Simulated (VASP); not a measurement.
## HfC (rocksalt type): single point with PBE

The system is HfC (rocksalt type).

```
CELL_PARAMETERS angstrom
0.00000 2.06488 2.06488
2.06488 0.00000 2.06488
2.06488 2.06488 0.00000
ATOMIC_POSITIONS crystal
Hf 0.00000 0.00000 0.00000
C 0.50000 0.50000 0.50000
```

This cell differs from its parent crystal: volume scaled by 0.7.

```yaml
Program: VASP 6.6.1
Task: single point
Functional: PBE
Potentials_or_basis: VASP PAW PBE potentials, release 64 (Hf_pv, C)
Cutoff: 520 eV
k_mesh: 15 × 15 × 15
Occupations: fermi-dirac, width 0.08 eV
Spin: no spin polarisation
Dipole_correction: no
Further_INCAR_settings: ALGO = Normal; EDIFF = 1e-06; NBANDS = 14
```

* Pressure: 171.3 GPa
* Band gap on the k mesh: zero (band 7 reaches 10.25 eV, above the bottom of band 8 at 8.62 eV)

Levels at points of the mesh, in eV from the Fermi level:
```tsv
k point	band 5	band 6	band 7	band 8	band 9	band 10
(0.00, 0.00, 0.00)	1.09	1.09	1.09	1.17	1.17	1.17
```

It took 58 s on 1 thread of AMD EPYC 7R13, with other jobs on the host, peak memory 0.13 GiB.

Caveat: spin-orbit coupling is left out, which moves the levels of the heavy elements.
